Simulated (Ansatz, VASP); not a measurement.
Two plane-wave programs on Be

```
CELL_PARAMETERS angstrom
2.29950 0.00000 0.00000
-1.14975 2.04121 0.00000
0.00000 0.00000 3.60090
ATOMIC_POSITIONS crystal
Be 0.33333 0.66667 0.25000
Be 0.66667 0.33333 0.75000
```

Change from the starting cell: strain +0.0250 x Voigt [0, 1, 0, 0, 0, 0], atoms carried along.

Alike in both runs: task single point; functional r2SCAN; k mesh 24 × 24 × 14; occupations gaussian, width 0.15 eV; no spin polarisation.

|  | VASP | Ansatz |
| --- | --- | --- |
| version | VASP 6.6.1 | Ansatz 0.2.0 |
| potentials or method | VASP PAW PBE potentials, release 64 (Be), cutoff 520 eV | scalar-relativistic, plane waves, PAW |
| valence electrons in the cell | 4 | 4 |

VASP gave:

```
gap on the k mesh at the Fermi level (eV)                     : none
pressure (GPa)                                                : -7.0
traceless stress, the component that is largest in VASP (GPa) : -4.69
rms of the force components (eV/Å)                            : 0.033
```

Q: Which values does Ansatz return?

A: gap on the k mesh at the Fermi level (eV): none; pressure (GPa): -7.2; traceless stress, the component that is largest in VASP (GPa): -4.66; rms of the force components (eV/Å): 0.032.

VASP's potentials were made for PBE, not for r2SCAN. Atom by atom the forces differ by 0.000 eV/Å (rms over components). A gap of «none» marks a metal or a gap that the smearing closes.
